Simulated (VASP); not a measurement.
A run of VASP 6.6.1 is set up as follows.

POSCAR

```
Sr3Y
1.0
    5.8198023024      0.0000000000      0.0000000000
    0.0000000000      5.8198023024      0.0000000000
    0.0000000000      0.0000000000      5.8198023024
Sr Y
3 1
Direct
    0.0000000000      0.5000000000      0.5000000000
    0.5000000000      0.0000000000      0.5000000000
    0.5000000000      0.5000000000      0.0000000000
    0.0000000000      0.0000000000      0.0000000000
```

The input INCAR.step1:

```
  PREC = Accurate
  ENCUT = 520
  ISMEAR = 0
  SIGMA = 0.1
  LREAL = False
  LASPH = True
  NELM = 100
  NBANDS = 28
  GGA = PE
  ALGO = Normal
  EDIFF = 1E-4
  LWAVE = True
  LCHARG = False
```

INCAR.step2

```
  PREC = Accurate
  ENCUT = 520
  EDIFF = 1E-7
  ISMEAR = 0
  SIGMA = 0.1
  LREAL = False
  LASPH = True
  NELM = 100
  ALGO = Normal
  ISIF = 2
  LWAVE = False
  LCHARG = False
  METAGGA = R2SCAN
  LMIXTAU = True
  NBANDS = 28
  ISTART = 1
```

KPOINTS

```
Automatic mesh
0
Gamma
  8 8 8
```

Potentials or basis: VASP PAW PBE potentials, release 64 (Sr_sv, Y_sv).

The run is started by

```sh
$ cat potpaw_PBE.64/Sr_sv/POTCAR potpaw_PBE.64/Y_sv/POTCAR > POTCAR
$ cp INCAR.step1 INCAR
$ mpirun -np 1 vasp_std > vasp.out
$ cp INCAR.step2 INCAR
$ mpirun -np 1 vasp_std > vasp.out
```

**Question.** Predict the pressure.

**Answer.** 0.0 GPa.

**Question.** Predict the band gap on the k mesh.

**Answer.** Zero (an odd number of electrons rules out a gap without spin polarisation).

Caveat: the PAW data sets were made with another functional, which shifts forces and pressure a little.
